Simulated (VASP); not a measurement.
# N (P-1) in VASP: a series of runs

Runs on N. Level: LDA. Tasks: single point.

Everything below comes from runs of VASP 6.6.1. Logs are shortened: lines on timing, memory, paths and dates and some standing lists are left out, and cuts for length are marked.

### Step 1. The cell of the first run

The typed cell holds 8 atoms: a = 3.527 Å, b = 3.527 Å, c = 14.426 Å, α = 92.92°, β = 87.08°, γ = 60.00°.

### Step 2. Single point, LDA (the part above a cut slid along it)

Input file INCAR:

```
SYSTEM = N
ALGO = Normal ; EDIFF = 1E-6
ENCUT = 520 ; GGA = CA
ISIF = 2 ; ISMEAR = 0
LASPH = .TRUE. ; LCHARG = .TRUE.
LELF = .TRUE. ; LREAL = .FALSE.
LVHAR = .TRUE. ; LWAVE = .FALSE.
NBANDS = 30 ; NELM = 60
PREC = Accurate ; SIGMA = 0.05
```

Input file KPOINTS:

```
k-points
0
G
  7 7 2
  0 0 0
```

Input file POSCAR:

```
N
1.0
   -3.5269202438      0.0000000000      0.0000000000
   -1.7634601219     -3.0544025283      0.0000000000
   -0.7347750508      1.2726677201     14.3505029787
N
8
Direct
   -0.0293490609      0.6960157276      0.8704377462
    0.1688220270      0.4978446397      0.3948271353
    0.0024169199      0.6642497467      0.7941993922
    0.2005880078      0.4660786588      0.3185887812
    0.6012409043      0.7320924291      0.1570218298
    0.4030698164      0.9302635170      0.6326324407
    0.6330068851      0.7003264482      0.0807834757
    0.4348357972      0.8984975361      0.5563940867
```

Potentials or basis: VASP PAW LDA potentials, release 64 (N).

Launch:

```sh
cat potpaw_LDA.64/N/POTCAR > POTCAR
mpirun -np 1 vasp_std > vasp.out
```

OUTCAR:

```text
SYSTEM = N
   EDIFF = 1E-6
   ENCUT = 520
   GGA = CA
   ISIF = 2
   ISMEAR = 0
   LASPH = .TRUE.
   LREAL = .FALSE.
   NELM = 60
   PREC = Accurate

 ion  position               nearest neighbor table
   1  0.971  0.696  0.870-   3 1.09
   2  0.169  0.498  0.395-   4 1.09
   3  0.002  0.664  0.794-   1 1.09
   4  0.201  0.466  0.319-   2 1.09
   5  0.601  0.732  0.157-   7 1.09
   6  0.403  0.930  0.633-   8 1.09
   7  0.633  0.700  0.081-   5 1.09
   8  0.435  0.898  0.556-   6 1.09

  LATTYP: Found a base centered monoclinic cell.
 ALAT       =     3.5269202438
 B/A-ratio  =     1.7320508076
 C/A-ratio  =     4.0901267143
 COS(beta)  =    -0.1018713345

  Lattice vectors:

 A1 = (  -1.7634601219,  -3.0544025283,   0.0000000000)
 A2 = (   3.5269202438,   0.0000000000,   0.0000000000)
 A3 = (  -0.7347750508,   1.2726677201,  14.3505029787)

Analysis of symmetry for initial positions (statically):
=====================================================================
 Subroutine PRICEL returns:
 Original cell was already a primitive cell.

 Routine SETGRP: Setting up the symmetry group for a
 base centered monoclinic supercell.

 Subroutine GETGRP returns: Found  2 space group operations
 (whereof  1 operations were pure point group operations)
 out of a pool of  4 trial point group operations.

The static configuration has the point symmetry C_1 .
 The point group associated with its full space group is S_2 .

Analysis of symmetry for dynamics (positions and initial velocities):
=====================================================================
 Subroutine PRICEL returns:
 Original cell was already a primitive cell.

 Routine SETGRP: Setting up the symmetry group for a
 base centered monoclinic supercell.

 Subroutine GETGRP returns: Found  2 space group operations
 (whereof  1 operations were pure point group operations)
 out of a pool of  4 trial point group operations.

The dynamic configuration has the point symmetry C_1 .
 The point group associated with its full space group is S_2 .

 Subroutine INISYM returns: Found  2 space group operations
 (whereof  1 operations are pure point group operations),
 and found     1 'primitive' translations

----------------------------------------------------------------------------------------

                                     Primitive cell

  volume of cell :     154.5927

  direct lattice vectors                    reciprocal lattice vectors
    -3.526920244  0.000000000  0.000000000    -0.283533488  0.163698136 -0.029034987
    -1.763460122 -3.054402528  0.000000000     0.000000000 -0.327396272  0.029034987
    -0.734775051  1.272667720 14.350502979     0.000000000  0.000000000  0.069683969

  length of vectors
     3.526920244  3.526920244 14.425550708     0.328681227  0.328681227  0.069683969

  position of ions in fractional coordinates (direct lattice)
     0.970650939  0.696015728  0.870437746
     0.168822027  0.497844640  0.394827135
     0.002416920  0.664249747  0.794199392
     0.200588008  0.466078659  0.318588781
     0.601240904  0.732092429  0.157021830
     0.403069816  0.930263517  0.632632441
     0.633006885  0.700326448  0.080783476
     0.434835797  0.898497536  0.556394087

  ion indices of the primitive-cell ions
   primitive index   ion index
                 1           1
                 2           2
                 3           3
                 4           4
                 5           5
                 6           6
                 7           7
                 8           8

----------------------------------------------------------------------------------------

 KPOINTS: k-points

Automatic generation of k-mesh.
 Grid dimensions read from file:
 generate k-points for:    7    7    2

 Generating k-lattice:

  Cartesian coordinates                     Fractional coordinates (reciprocal lattice)
    -0.040504784  0.023385448 -0.004147855     0.142857143  0.000000000  0.000000000
     0.000000000 -0.046770896  0.004147855     0.000000000  0.142857143  0.000000000
     0.000000000  0.000000000  0.034841984     0.000000000  0.000000000  0.500000000

  Length of vectors
     0.046954461  0.046954461  0.034841984

  Shift w.r.t. Gamma in fractional coordinates (k-lattice)
     0.000000000  0.000000000  0.000000000

 Subroutine IBZKPT returns following result:
 ===========================================

 Found     50 irreducible k-points:

 Following reciprocal coordinates:
            Coordinates               Weight
  0.000000  0.000000  0.000000      1.000000
  0.142857  0.000000 -0.000000      2.000000
  0.000000  0.142857 -0.000000      2.000000
  0.285714  0.000000 -0.000000      2.000000
  0.000000  0.285714  0.000000      2.000000
  0.428571  0.000000  0.000000      2.000000
[... 16 lines left out ...]
 -0.285714  0.285714 -0.000000      2.000000
  0.428571  0.428571  0.000000      2.000000
 [... further k-points ...]
   k-points           NKPTS =     50   k-points in BZ     NKDIM =     50   number of bands    NBANDS=     30
   number of dos      NEDOS =    301   number of ions     NIONS =      8
   total plane-waves  NPLWV =  84672
   dimension x,y,z NGX =    28 NGY =   28 NGZ =  108
   dimension x,y,z NGXF=    56 NGYF=   56 NGZF=  216
   ions per type =               8
   NGX,Y,Z   is equivalent  to a cutoff of  13.20, 13.20, 12.45 a.u.
   NGXF,Y,Z  is equivalent  to a cutoff of  26.40, 26.40, 24.89 a.u.
 SYSTEM =  N
   PREC   = accura    normal or accurate (medium, high low for compatibility)
   ISTART =      0    job   : 0-new  1-cont  2-samecut
   ICHARG =      2    charge: 1-file 2-atom 10-const
   ISPIN  =      1    spin polarized calculation?
   LNONCOLLINEAR =      F non collinear calculations
   LSORBIT =      F    spin-orbit coupling
   LASPH  =      T    aspherical Exc in radial PAW
   ENCUT  =  520.0 eV  38.22 Ry    6.18 a.u.   6.56  6.56 26.82*2*pi/ulx,y,z
   NELM   =     60;   NELMIN=  2; NELMDL= -5     # of ELM steps
   EDIFF  = 0.1E-05   stopping-criterion for ELM
   LREAL  =      F    real-space projection
   EDIFFG = 0.1E-04   stopping-criterion for IOM
   NSW    =      0    number of steps for IOM
   IBRION =     -1    ionic relax: 0-MD 1-quasi-New 2-CG
   NFREE  =      0    steps in history (QN), initial steepest desc. (CG)
   ISIF   =      2    stress and relaxation
   ISYM   =      2    0-nonsym 1-usesym 2-fastsym
   POTIM  = 0.5000    time-step for ionic-motion
   TEBEG  =    0.0;   TEEND  =   0.0 temperature during run
   PSTRESS=    0.0 pullay stress
   NELECT =      40.0000    total number of electrons
   NUPDOWN=      -1.0000    fix difference up-down
   EMIN   =  10.00;   EMAX   =-10.00  energy-range for DOS
   EFERMI =   0.00;   METHOD = LEGACY
   ISMEAR =     0;   SIGMA  =   0.05  broadening in eV -4-tet -1-fermi 0-gaus
   EFERMI_NEDOS =   21; number of points for ismear=-14 and -15
   IALGO  =     38    algorithm
   IMIX   =      4    mixing-type and parameters
     AMIX     =   0.40;   BMIX     =  1.00
     AMIX_MAG =   1.60;   BMIX_MAG =  1.00
  volume/ion in A,a.u.               =      19.32       130.41
  Fermi-wavevector in a.u.,A,eV,Ry     =   1.043194  1.971351 14.806596  1.088254
  Thomas-Fermi vector in A             =   2.177893
   LORBIT       =      0    0 simple, 1 ext, 2 COOP (PROOUT), +10 PAW based schemes
   GGA     = CA    functional components
   LHFCALC =     F    Hartree Fock is set to
   AEXX    =    0.0000 exact exchange contribution
   IVDW    =     0    specifies the selected vdW correction
   LEPSILON=     F    determine dielectric tensor
   LRPA    =     F    only Hartree local field effects (RPA)
 non-spin polarized calculation
 Gauss-broadening in eV      SIGMA  =   0.05
  energy-cutoff  :      520.00
  volume of cell :      154.59
 maximum number of plane-waves:      4214
 NGX is ok and might be reduce to    28
   NGX = 13   NGY = 13   NGZ = 53

 number of electron      40.0000000 magnetization

 Free energy of the ion-electron system (eV)
  ---------------------------------------------------
  ext. energy  EPLUGINS =         0.00000000
  ---------------------------------------------------
  free energy    TOTEN  =       -70.30502318 eV

  energy without entropy =      -70.30502318  energy(sigma->0) =      -70.30502318

 E-fermi :  -5.4282     XC(G=0):  -7.6057

 val. band max:       -5.7087902311   @ k =   0.0000   0.1429  -0.0000
 cond. band min:       0.7938641816   @ k =   0.1429  -0.4286  -0.0000
 fundamental gap:      6.5026544127
 Fermi energy:        -5.4282495818

 k-point     1 :       0.0000    0.0000    0.0000
  band No.  band energies     occupation
      1     -24.5512      2.00000
      2     -24.5320      2.00000
      3     -24.5183      2.00000
      4     -24.5050      2.00000
      5     -10.2057      2.00000
      6      -9.8083      2.00000
[... 22 lines left out ...]
     29       4.7069      0.00000
     30       5.0803      0.00000

 k-point     2 :       0.1429    0.0000   -0.0000
  band No.  band energies     occupation
      1     -24.5330      2.00000
      2     -24.5154      2.00000
      3     -24.5024      2.00000
      4     -24.4908      2.00000
      5     -10.1020      2.00000
      6      -9.7446      2.00000
[... 22 lines left out ...]
     29       5.0170      0.00000
     30       5.3821      0.00000

 k-point     3 :       0.0000    0.1429   -0.0000
  band No.  band energies     occupation
      1     -24.5330      2.00000
      2     -24.5153      2.00000
      3     -24.5025      2.00000
      4     -24.4908      2.00000
      5     -10.1035      2.00000
      6      -9.7385      2.00000
[... 682 lines left out ...]
     29       6.7404      0.00000
     30       7.0838      0.00000

 k-point    24 :       0.4286    0.4286    0.0000
  band No.  band energies     occupation
      1     -24.4553      2.00000
      2     -24.4466      2.00000
      3     -24.4398      2.00000
      4     -24.4354      2.00000
      5      -9.5482      2.00000
      6      -9.3907      2.00000
[... 22 lines left out ...]
     29       6.4561      0.00000
     30       6.9232      0.00000

 [... further k-points ...]

------------------------ aborting loop because EDIFF is reached ----------------------------------------

  FORCE on cell =-STRESS in cart. coord.  units (eV):
  Direction    XX          YY          ZZ          XY          YZ          ZX
  --------------------------------------------------------------------------------------
  -------------------------------------------------------------------------------------
  Total       -0.2063766     -0.2226074      6.5401288      0.0043943      0.0107497      0.0426867
  in kB       -2.1388584     -2.3070717     67.7809807      0.0455415      0.1114080      0.4423987
  external PRESSURE =      21.1116836 kB  Pullay stress =       0.0000000 kB

 VOLUME and BASIS-vectors are now :
 -----------------------------------------------------------------------------
  energy-cutoff  :      520.00
  volume of cell :      154.59
      direct lattice vectors                 reciprocal lattice vectors
    -3.526920244  0.000000000  0.000000000    -0.283533488  0.163698136 -0.029034987
    -1.763460122 -3.054402528  0.000000000     0.000000000 -0.327396272  0.029034987
    -0.734775051  1.272667720 14.350502979     0.000000000  0.000000000  0.069683969

 POSITION                                       TOTAL-FORCE (eV/Angst)
 -----------------------------------------------------------------------------------
     -5.29038     -1.01813     12.49122        -0.031257     -0.007984      1.520180
     -1.76346     -1.01813      5.66597        -0.000013     -0.000004      1.531515
     -1.76346     -1.01813     11.39716         0.009770      0.002584     -1.521128
     -1.76346     -1.01813      4.57191        -0.000102      0.000035     -1.532802
     -3.52692     -2.03627      2.25334        -0.009770     -0.002584      1.521128
     -3.52692     -2.03627      9.07859         0.000102     -0.000035      1.532802
     -3.52692     -2.03627      1.15928         0.031257      0.007984     -1.520180
     -3.52692     -2.03627      7.98453         0.000013      0.000004     -1.531515
 -----------------------------------------------------------------------------------
    total drift:                                0.000000      0.000001      0.000023

  FREE ENERGIE OF THE ION-ELECTRON SYSTEM (eV)
  ---------------------------------------------------
  free  energy   TOTEN  =       -70.3050231827 eV

  energy  without entropy=      -70.3050231827  energy(sigma->0) =      -70.30502318
```

It took 1.8 min on 1 thread of Intel Xeon 6975P-C (Granite Rapids), shared host; peak memory 0.3 GiB.

Results:

```
Free energy            : -70.3050 eV
Pressure               : 2.1 GPa
Largest force          : 1.533 eV/Å
Band gap on the k mesh : 6.50 eV (least direct gap 6.64 eV)
```

Forces on the atoms (eV/Å):
```
N   -0.031 -0.008  1.520
N    0.000  0.000  1.532
N    0.010  0.003 -1.521
N    0.000  0.000 -1.533
N   -0.010 -0.003  1.521
N    0.000  0.000  1.533
N    0.031  0.008 -1.520
N    0.000  0.000 -1.532
```

Caveat: the cell differs from its parent crystal (the part above a cut slid along it); the standard files for N, O and F lose accuracy on very short bonds; the stress differs along the axes, from -0 to 7 GPa; forces of over 1 eV/Å act on the atoms, so gaps and moduli don't describe the material at rest. A k mesh can miss the band edges.

(Continued in part 2 of 2.)
